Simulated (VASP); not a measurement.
# Au (I4/mmm) in VASP: further runs

Au is run at these levels: r2SCAN; tasks: single point.

Program: VASP 6.6.1. These are calculated values, not measurements. Logs are shortened: lines on timing, memory, paths and dates and some standing lists are left out, and cuts for length are marked.

## (1) The cell of the first run

It takes space group I4/mmm (No. 139, tetragonal). The conventional cell has a = 3.292 Å, b = 3.292 Å, c = 3.210 Å, α = 90.00°, β = 90.00°, γ = 90.00°. Au (site symmetry 4/mmm) has 14 Au at 2.83 to 3.29 Å within 3.7 Å.

## (2) Single point, r2SCAN (uniaxial strain along a: -2.0 %)

POSCAR reads:

```
Au
1.0
    3.2098684446      0.0000000000      0.0000000000
    0.0000000000      3.2917528437      0.0000000000
    0.0000000000      0.0000000000      3.2917528437
Au
2
Direct
    0.0000000000      0.0000000000      0.0000000000
    0.5000000000      0.5000000000      0.5000000000
```

INCAR.step1 reads:

```
SYSTEM = Au
  PREC = Accurate
  ENCUT = 520
  ISMEAR = 0
  SIGMA = 0.1
  LREAL = .False.
  LASPH = .True.
  NELM = 80
  NBANDS = 18
  GGA = PE
  ALGO = Normal
  EDIFF = 1E-4
  LWAVE = .True.
  LCHARG = .False.
```

INCAR.step2 reads:

```
SYSTEM = Au
  PREC = Accurate
  ENCUT = 520
  EDIFF = 1E-6
  ISMEAR = 0
  SIGMA = 0.1
  LREAL = .False.
  LASPH = .True.
  NELM = 80
  ALGO = Normal
  ISIF = 2
  LWAVE = .False.
  LCHARG = .False.
  METAGGA = R2SCAN
  LMIXTAU = .True.
  NBANDS = 18
  ISTART = 1
```

KPOINTS reads:

```
regular mesh
0
Gamma
  16 16 16
  0 0 0
```

Potentials or basis: VASP PAW PBE potentials, release 64 (Au).

Launch:

```console
> cat potpaw_PBE.64/Au/POTCAR > POTCAR
> cp INCAR.step1 INCAR
> mpirun -np 1 vasp_std > vasp.out
> cp INCAR.step2 INCAR
> mpirun -np 1 vasp_std > vasp.out
```

OUTCAR:

```text
SYSTEM = Au
   PREC = Accurate
   ENCUT = 520
   EDIFF = 1E-6
   ISMEAR = 0
   LREAL = .False.
   LASPH = .True.
   NELM = 80
   ISIF = 2
   METAGGA = R2SCAN
   ISTART = 1

 ion  position               nearest neighbor table
   1  0.000  0.000  0.000-   2 2.83   2 2.83   2 2.83   2 2.83   2 2.83   2 2.83   2 2.83   2 2.83

   2  0.500  0.500  0.500-   1 2.83   1 2.83   1 2.83   1 2.83   1 2.83   1 2.83   1 2.83   1 2.83

  LATTYP: Found a simple tetragonal cell.
 ALAT       =     3.2917528437
 C/A-ratio  =     0.9751243781

  Lattice vectors:

 A1 = (   0.0000000000,   3.2917528437,   0.0000000000)
 A2 = (   0.0000000000,   0.0000000000,   3.2917528437)
 A3 = (   3.2098684446,   0.0000000000,   0.0000000000)

Analysis of symmetry for initial positions (statically):
=====================================================================
 Subroutine PRICEL returns following result:

  LATTYP: Found a body centered tetragonal cell.
 ALAT       =     3.2917528437
 C/A-ratio  =     0.9751243781

  Lattice vectors:

 A1 = (  -1.6049342223,   1.6458764219,   1.6458764219)
 A2 = (  -1.6049342223,  -1.6458764218,  -1.6458764218)
 A3 = (   1.6049342223,  -1.6458764219,   1.6458764218)

   2 primitive cells build up your supercell.

 Routine SETGRP: Setting up the symmetry group for a
 simple tetragonal supercell.

 Subroutine GETGRP returns: Found 16 space group operations
 (whereof 16 operations were pure point group operations)
 out of a pool of 16 trial point group operations.

The static configuration has the point symmetry D_4h.

Analysis of symmetry for dynamics (positions and initial velocities):
=====================================================================
 Subroutine PRICEL returns following result:

  LATTYP: Found a body centered tetragonal cell.
 ALAT       =     3.2917528437
 C/A-ratio  =     0.9751243781

  Lattice vectors:

 A1 = (  -1.6049342223,   1.6458764219,   1.6458764219)
 A2 = (  -1.6049342223,  -1.6458764218,  -1.6458764218)
 A3 = (   1.6049342223,  -1.6458764219,   1.6458764218)

   2 primitive cells build up your supercell.

 Routine SETGRP: Setting up the symmetry group for a
 simple tetragonal supercell.

 Subroutine GETGRP returns: Found 16 space group operations
 (whereof 16 operations were pure point group operations)
 out of a pool of 16 trial point group operations.

The dynamic configuration has the point symmetry D_4h.

 Subroutine INISYM returns: Found 16 space group operations
 (whereof 16 operations are pure point group operations),
 and found     2 'primitive' translations

----------------------------------------------------------------------------------------

                                     Primitive cell

  volume of cell :      17.3905

  direct lattice vectors                    reciprocal lattice vectors
    -1.604934222  1.645876422  1.645876422    -0.311539248  0.000000000  0.303789515
    -1.604934222 -1.645876422 -1.645876422    -0.311539248 -0.303789515  0.000000000
     1.604934222 -1.645876422  1.645876422     0.000000000 -0.303789515  0.303789515

  length of vectors
     2.827301231  2.827301231  2.827301231     0.435137647  0.435137647  0.429623252

  position of ions in fractional coordinates (direct lattice)
     0.000000000  0.000000000  0.000000000

  ion indices of the primitive-cell ions
   primitive index   ion index
                 1           1

----------------------------------------------------------------------------------------

 KPOINTS: regular mesh

Automatic generation of k-mesh.
 Grid dimensions read from file:
 generate k-points for:   16   16   16

 Generating k-lattice:

  Cartesian coordinates                     Fractional coordinates (reciprocal lattice)
     0.019471203  0.000000000  0.000000000     0.062500000  0.000000000  0.000000000
     0.000000000  0.018986845  0.000000000     0.000000000  0.062500000  0.000000000
     0.000000000  0.000000000  0.018986845     0.000000000  0.000000000  0.062500000

  Length of vectors
     0.019471203  0.018986845  0.018986845

  Shift w.r.t. Gamma in fractional coordinates (k-lattice)
     0.000000000  0.000000000  0.000000000

 Subroutine IBZKPT returns following result:
 ===========================================

 Found    405 irreducible k-points:

 Following reciprocal coordinates:
            Coordinates               Weight
  0.000000  0.000000  0.000000      1.000000
  0.062500  0.000000  0.000000      2.000000
  0.125000  0.000000  0.000000      2.000000
  0.187500  0.000000  0.000000      2.000000
  0.250000  0.000000  0.000000      2.000000
  0.312500  0.000000  0.000000      2.000000
[... 16 lines left out ...]
  0.250000  0.125000  0.000000      8.000000
  0.312500  0.125000  0.000000      8.000000
 [... further k-points ...]
   k-points           NKPTS =    405   k-points in BZ     NKDIM =    405   number of bands    NBANDS=     18
   number of dos      NEDOS =    301   number of ions     NIONS =      2
   total plane-waves  NPLWV =  13824
   dimension x,y,z NGX =    24 NGY =   24 NGZ =   24
   dimension x,y,z NGXF=    48 NGYF=   48 NGZF=   48
   ions per type =               2
   NGX,Y,Z   is equivalent  to a cutoff of  12.43, 12.12, 12.12 a.u.
   NGXF,Y,Z  is equivalent  to a cutoff of  24.86, 24.24, 24.24 a.u.
 SYSTEM =  Au
   PREC   = accura    normal or accurate (medium, high low for compatibility)
   ISTART =      1    job   : 0-new  1-cont  2-samecut
   ICHARG =      0    charge: 1-file 2-atom 10-const
   ISPIN  =      1    spin polarized calculation?
   LNONCOLLINEAR =      F non collinear calculations
   LSORBIT =      F    spin-orbit coupling
   LASPH  =      T    aspherical Exc in radial PAW
   ENCUT  =  520.0 eV  38.22 Ry    6.18 a.u.   5.97  6.12  6.12*2*pi/ulx,y,z
   NELM   =     80;   NELMIN=  2; NELMDL=  0     # of ELM steps
   EDIFF  = 0.1E-05   stopping-criterion for ELM
   LREAL  =      F    real-space projection
   EDIFFG = 0.1E-04   stopping-criterion for IOM
   NSW    =      0    number of steps for IOM
   IBRION =     -1    ionic relax: 0-MD 1-quasi-New 2-CG
   NFREE  =      0    steps in history (QN), initial steepest desc. (CG)
   ISIF   =      2    stress and relaxation
   ISYM   =      2    0-nonsym 1-usesym 2-fastsym
   POTIM  = 0.5000    time-step for ionic-motion
   TEBEG  =    0.0;   TEEND  =   0.0 temperature during run
   PSTRESS=    0.0 pullay stress
   NELECT =      22.0000    total number of electrons
   NUPDOWN=      -1.0000    fix difference up-down
   EMIN   =  10.00;   EMAX   =-10.00  energy-range for DOS
   EFERMI =   0.00;   METHOD = LEGACY
   ISMEAR =     0;   SIGMA  =   0.10  broadening in eV -4-tet -1-fermi 0-gaus
   EFERMI_NEDOS =   21; number of points for ismear=-14 and -15
   IALGO  =     38    algorithm
   IMIX   =      4    mixing-type and parameters
     AMIX     =   0.40;   BMIX     =  1.00
     AMIX_MAG =   1.60;   BMIX_MAG =  1.00
  volume/ion in A,a.u.               =      17.39       117.36
  Fermi-wavevector in a.u.,A,eV,Ry     =   1.405298  2.655629 26.869644  1.974863
  Thomas-Fermi vector in A             =   2.527773
   LORBIT       =      0    0 simple, 1 ext, 2 COOP (PROOUT), +10 PAW based schemes
   METAGGA = R2SCAN    functional components
   LHFCALC =     F    Hartree Fock is set to
   AEXX    =    0.0000 exact exchange contribution
   IVDW    =     0    specifies the selected vdW correction
   LEPSILON=     F    determine dielectric tensor
   LRPA    =     F    only Hartree local field effects (RPA)
 non-spin polarized calculation
 Gauss-broadening in eV      SIGMA  =   0.10
  energy-cutoff  :      520.00
  volume of cell :       34.78
 maximum number of plane-waves:       952
 NGX is ok and might be reduce to    24
   NGX = 11   NGY = 13   NGZ = 13

 number of electron      21.9999998 magnetization

 Free energy of the ion-electron system (eV)
  ---------------------------------------------------
  ext. energy  EPLUGINS =         0.00000000
  ---------------------------------------------------
  free energy    TOTEN  =      -101.14964029 eV

  energy without entropy =     -101.14790111  energy(sigma->0) =     -101.14877070

 E-fermi :   9.0112     XC(G=0): -13.4796

 val. band max:        9.0053470071   @ k =   0.3125   0.4375   0.0000
 cond. band min:       9.0318953056   @ k =   0.0000   0.4375   0.4375
 fundamental gap:      0.0265482985
 Fermi energy:         9.0112180549

 k-point     1 :       0.0000    0.0000    0.0000
  band No.  band energies     occupation
      1      -0.8586      2.00000
      2       2.0577      2.00000
      3       2.0616      2.00000
      4       3.8611      2.00000
      5       4.0274      2.00000
      6       4.0274      2.00000
[... 10 lines left out ...]
     17      25.8122      0.00000
     18      26.2633      0.00000

 k-point     2 :       0.0625    0.0000    0.0000
  band No.  band energies     occupation
      1      -0.7820      2.00000
      2       2.0899      2.00000
      3       2.1097      2.00000
      4       3.8880      2.00000
      5       4.0271      2.00000
      6       4.0271      2.00000
[... 10 lines left out ...]
     17      25.9811      0.00000
     18      26.3659      0.00000

 k-point     3 :       0.1250    0.0000    0.0000
  band No.  band energies     occupation
      1      -0.5547      2.00000
      2       2.1859      2.00000
      3       2.2478      2.00000
      4       3.9681      2.00000
      5       4.0283      2.00000
      6       4.0283      2.00000
[... 10 lines left out ...]
     17      26.3959      0.00000
     18      26.5524      0.00000

 k-point     4 :       0.1875    0.0000    0.0000
  band No.  band energies     occupation
      1      -0.1848      2.00000
      2       2.3434      2.00000
      3       2.4568      2.00000
      4       4.0378      2.00000
      5       4.0378      2.00000
      6       4.0992      2.00000
[... 10 lines left out ...]
     17      26.0761      0.00000
     18      27.0557      0.00000

 k-point     5 :       0.2500    0.0000    0.0000
  band No.  band energies     occupation
      1       0.3124      2.00000
      2       2.5587      2.00000
      3       2.7021      2.00000
      4       4.0656      2.00000
      5       4.0656      2.00000
      6       4.2783      2.00000
[... 10 lines left out ...]
     17      25.7581      0.00000
     18      26.8734      0.00000

 k-point     6 :       0.3125    0.0000    0.0000
  band No.  band energies     occupation
      1       0.9111      2.00000
      2       2.8263      2.00000
      3       2.9310      2.00000
      4       4.1228      2.00000
      5       4.1228      2.00000
      6       4.5007      2.00000
[... 10 lines left out ...]
     17      25.2174      0.00000
     18      25.4845      0.00000

 k-point     7 :       0.3750    0.0000    0.0000
  band No.  band energies     occupation
      1       1.5678      2.00000
      2       3.0685      2.00000
      3       3.1391      2.00000
      4       4.2204      2.00000
      5       4.2204      2.00000
      6       4.6298      2.00000
[... 10 lines left out ...]
     17      25.0316      0.00000
     18      25.2745      0.00000

 k-point     8 :       0.4375    0.0000    0.0000
  band No.  band energies     occupation
      1       2.2097      2.00000
      2       3.0237      2.00000
      3       3.4879      2.00000
      4       4.2472      2.00000
      5       4.3678      2.00000
      6       4.3678      2.00000
[... 10 lines left out ...]
     17      24.6330      0.00000
     18      24.6330      0.00000
[... 229 lines left out ...]
     17      25.9665      0.00000
     18      26.0508      0.00000

 k-point    20 :       0.0625    0.1250    0.0000
  band No.  band energies     occupation
      1      -0.4967      2.00000
      2       2.2221      2.00000
      3       2.2633      2.00000
      4       3.8342      2.00000
      5       4.0425      2.00000
      6       4.2022      2.00000
[... 10 lines left out ...]
     17      26.0516      0.00000
     18      26.0867      0.00000

 k-point    21 :       0.1250    0.1250    0.0000
  band No.  band energies     occupation
      1      -0.2798      2.00000
      2       2.3170      2.00000
      3       2.3944      2.00000
      4       3.7575      2.00000
      5       4.0350      2.00000
      6       4.3598      2.00000
[... 10 lines left out ...]
     17      26.0271      0.00000
     18      26.4219      0.00000

 k-point    22 :       0.1875    0.1250    0.0000
  band No.  band energies     occupation
      1       0.0698      2.00000
      2       2.4540      2.00000
      3       2.6072      2.00000
      4       3.6989      2.00000
      5       4.0364      2.00000
      6       4.5578      2.00000
[... 10 lines left out ...]
     17      25.7752      0.00000
     18      26.1959      0.00000

 k-point    23 :       0.2500    0.1250    0.0000
  band No.  band energies     occupation
      1       0.5318      2.00000
      2       2.6279      2.00000
      3       2.8615      2.00000
      4       3.6722      2.00000
      5       4.0598      2.00000
      6       4.7880      2.00000
[... 10 lines left out ...]
     17      25.6915      0.00000
     18      25.8214      0.00000

 k-point    24 :       0.3125    0.1250    0.0000
  band No.  band energies     occupation
      1       1.0726      2.00000
      2       2.8111      2.00000
      3       3.1137      2.00000
      4       3.6860      2.00000
      5       4.1087      2.00000
      6       4.9321      2.00000
[... 10 lines left out ...]
     17      25.0746      0.00000
     18      25.9127      0.00000

 [... further k-points ...]
[... 5 lines left out ...]
  --------------------------------------------------------------------------------------
  -------------------------------------------------------------------------------------
  Total        0.4610643      0.5044334      0.5044334      0.0000000      0.0000000     -0.0000000
  in kB       21.2388214     23.2366070     23.2366070      0.0000000      0.0000000     -0.0000000
  external PRESSURE =      22.5706785 kB  Pullay stress =       0.0000000 kB

 VOLUME and BASIS-vectors are now :
 -----------------------------------------------------------------------------
  energy-cutoff  :      520.00
  volume of cell :       34.78
      direct lattice vectors                 reciprocal lattice vectors
     3.209868445  0.000000000  0.000000000     0.311539248  0.000000000  0.000000000
     0.000000000  3.291752844  0.000000000     0.000000000  0.303789515  0.000000000
     0.000000000  0.000000000  3.291752844     0.000000000  0.000000000  0.303789515

 POSITION                                       TOTAL-FORCE (eV/Angst)
 -----------------------------------------------------------------------------------
      0.00000      0.00000      0.00000        -0.000000     -0.000000     -0.000000
      1.60493      1.64588      1.64588         0.000000      0.000000      0.000000
 -----------------------------------------------------------------------------------
    total drift:                                0.000000      0.000000     -0.000000

  FREE ENERGIE OF THE ION-ELECTRON SYSTEM (eV)
  ---------------------------------------------------
  free  energy   TOTEN  =      -101.1496402876 eV

  energy  without entropy=     -101.1479011059  energy(sigma->0) =     -101.14877070
```

Run time: 6.1 min. Hardware: 1 thread of Intel Xeon 8259CL, shared host; peak memory 0.31 GiB.

Results:

| Quantity | Value |
| --- | --- |
| Free energy | -101.1496 eV |
| Pressure | 2.3 GPa |
| Band gap on the k mesh | zero (bands 11 and 12 overlap by 5.36 eV) |

Caveat: the cell differs from its parent crystal (uniaxial strain along a: -2.0 %); the PAW data sets were made with another functional, which shifts forces and pressure a little; spin-orbit coupling is left out, which moves the levels of the heavy elements.

## (3) Single point, r2SCAN (uniaxial strain along a: -2.0 %, then relaxed in part)

POSCAR reads:

```
Au
1.0
    3.2098684446      0.0000000000      0.0000000000
    0.0000000000      3.3125494189      0.0000000000
    0.0000000000      0.0000000000      3.3125494189
Au
2
Direct
    0.0000000000      0.0000000000      0.0000000000
    0.5000000000      0.5000000000      0.5000000000
```

INCAR.step1 reads:

```
ALGO = Normal
EDIFF = 1E-4
ENCUT = 520
GGA = PE
ISMEAR = 0
LASPH = T
LCHARG = F
LREAL = F
LWAVE = T
NBANDS = 18
NELM = 80
PREC = Accurate
SIGMA = 0.1
```

INCAR.step2 reads:

```
ALGO = Normal
EDIFF = 1E-6
ENCUT = 520
ISIF = 2
ISMEAR = 0
ISTART = 1
LASPH = T
LCHARG = F
LMIXTAU = T
LREAL = F
LWAVE = F
METAGGA = R2SCAN
NBANDS = 18
NELM = 80
PREC = Accurate
SIGMA = 0.1
```

KPOINTS reads:

```
k-points
0
Gamma
  16 16 16
```

Potentials or basis: VASP PAW PBE potentials, release 64 (Au).

Launch:

```console
> cat potpaw_PBE.64/Au/POTCAR > POTCAR
> cp INCAR.step1 INCAR
> mpirun -np 1 vasp_std > vasp.out
> cp INCAR.step2 INCAR
> mpirun -np 1 vasp_std > vasp.out
```

Wall time 9.8 min (1 thread of Intel Xeon 8259CL, shared host); peak memory 0.33 GiB.

It converged, with:

```yaml
Free_energy: -101.1535 eV
Pressure: 0.2 GPa
Band_gap_on_the_k_mesh: zero (bands 11 and 12 overlap by 5.33 eV)
```

Stress tensor (GPa, compression positive):
```
0.13 0.00 0.00
0.00 0.29 0.00
0.00 0.00 0.29
```

Levels at points of the mesh, in eV from the Fermi level:
```tsv
k point	band 9	band 10	band 11	band 12	band 13	band 14
(0.00, 0.00, 0.00)	-1.98	-1.98	-1.91	6.28	6.28	7.23
(0.50, 0.00, 0.00)	-3.64	-3.64	-1.83	-1.83	12.78	12.78
(0.00, 0.50, 0.00)	-3.57	-3.57	-2.22	-2.22	13.18	13.18
(0.50, 0.50, 0.00)	-1.58	-1.58	-0.29	-0.29	3.57	3.57
(0.00, 0.50, 0.50)	-1.62	-1.62	-0.47	-0.47	3.30	3.30
(0.50, 0.50, 0.50)	-2.83	-2.83	2.92	2.92	7.23	7.23
```

Caveat: the cell differs from its parent crystal (uniaxial strain along a: -2.0 %, then relaxed in part); the PAW data sets were made with another functional, which shifts forces and pressure a little; spin-orbit coupling is left out, which moves the levels of the heavy elements.
